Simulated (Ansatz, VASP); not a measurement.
## InO in VASP and in Ansatz

File INCAR:

```
SYSTEM = InO
PREC = Accurate ; ENCUT = 520
EDIFF = 1E-6 ; ISMEAR = 0
SIGMA = 0.05 ; LREAL = .FALSE.
LASPH = .TRUE. ; NELM = 80
ALGO = Normal ; ISIF = 2
LWAVE = .FALSE. ; LCHARG = .TRUE.
GGA = PE ; IVDW = 12
LELF = .TRUE. ; LVHAR = .TRUE.
NBANDS = 27
```

File KPOINTS:

```
Automatic mesh
0
G
  12 12 2
  0 0 0
```

POSCAR

```
InO
1.0
    3.5155277671      0.0000000000      0.0000000000
   -1.7577638836      3.0445363540      0.0000000000
    0.0000000000      0.0000000000     15.0594211205
In O
2 2
Direct
    0.6666666667      0.3333333333      0.5895266171
    0.6666666667      0.3333333333      0.4104733829
    0.0000000000      0.0000000000      0.6398766429
    0.0000000000      0.0000000000      0.3601233571
```

Input for Ansatz:

```yaml
crystal:
  lattice:
    - [3.5155277671, 0.0, 0.0]
    - [-1.7577638836, 3.044536354, 0.0]
    - [0.0, 0.0, 15.0594211205]
  atoms:
    - { symbol: In, position: [0.6666666667, 0.3333333333, 0.5895266171] }
    - { symbol: In, position: [0.6666666667, 0.3333333333, 0.4104733829] }
    - { symbol: O, position: [0.0, 0.0, 0.6398766429] }
    - { symbol: O, position: [0.0, 0.0, 0.3601233571] }
basis:
  ecutwfc: 420
kpoints:
  mp_grid: { grid: [12, 12, 2] }
hamiltonian:
  xc: pbe
  dispersion: d3bj
scf:
  occupations: { method: gaussian, width: 0.05 }
output:
  forces: true
  stress: true
  eigenvalues: true
```

Change from the starting cell: strain +0.025 along x and y, -0.050 along z, atoms carried along.

Alike in both runs: task single point; functional PBE; dispersion D3(BJ); k mesh 12 × 12 × 2; occupations gaussian, width 0.05 eV; no spin polarisation.

|  | VASP | Ansatz |
| --- | --- | --- |
| version | VASP 6.6.1 | Ansatz 0.2.0 |
| potentials or method | VASP PAW PBE potentials, release 64 (In_d, O), cutoff 520 eV | scalar-relativistic, plane waves, PAW |
| valence electrons in the cell | 38 | 38 |

Ansatz gave:

```
gap on the k mesh at the Fermi level (eV) : 0.54
least direct gap on the mesh (eV)         : 1.05
rms of the force components (eV/Å)        : 0.390
```

Q: Which values does VASP return?

A: gap on the k mesh at the Fermi level (eV): 0.52; least direct gap on the mesh (eV): 1.04; rms of the force components (eV/Å): 0.376.

Atom by atom the forces differ by 0.018 eV/Å (rms over components).
